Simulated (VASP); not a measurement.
## AlN: single point with LDA

The system is AlN.

```
Al N
1.0
     3.16596    0.00000    0.00000
    -1.58298    2.74180    0.00000
     0.00000    0.00000    5.06736
Al N
2 2
Direct
  0.33655 0.67310 0.00152
  0.66345 0.32690 0.50152
  0.33046 0.66093 0.38348
  0.66954 0.33907 0.88348
```

```yaml
Program: VASP 6.6.1
Task: single point
Functional: LDA
Potentials_or_basis: VASP PAW LDA potentials, release 64 (Al, N)
Cutoff: 520 eV
k_mesh: 9 × 9 × 6
Occupations: gaussian, width 0.05 eV
Spin: no spin polarisation
```

The pressure is -13.2 GPa. The largest force is 0.102 eV/Å. The band gap on the k mesh is 3.77 eV, direct.

Forces on the atoms (eV/Å):
```
Al   0.000 -0.097  0.029
Al   0.000  0.097  0.029
N    0.000  0.052 -0.029
N    0.000 -0.052 -0.029
```

Stress tensor (GPa, compression positive):
```
-13.36   0.00   0.00
  0.00 -13.58   0.00
  0.00   0.00 -12.55
```

Levels at points of the mesh, in eV from the valence-band top:
| k point | band 4 | band 5 | band 6 | band 7 | band 8 | band 9 | band 10 | band 11 | band 12 | band 13 |
| --- | --- | --- | --- | --- | --- | --- | --- | --- | --- | --- |
| (0.00, 0.00, 0.00) | -0.86 | -0.85 | -0.24 | -0.19 | 0.00 | 3.77 | 6.09 | 10.06 | 10.50 | 10.63 |
| (0.00, 0.00, 0.50) | -3.26 | -0.55 | -0.55 | -0.54 | -0.54 | 5.97 | 5.97 | 9.72 | 9.72 | 10.89 |

Run time: 27 s on 1 thread of AMD EPYC 9R45 96-Core Processor (Zen 5), on a shared host, peak memory 0.15 GiB.

A k mesh can miss the band edges.
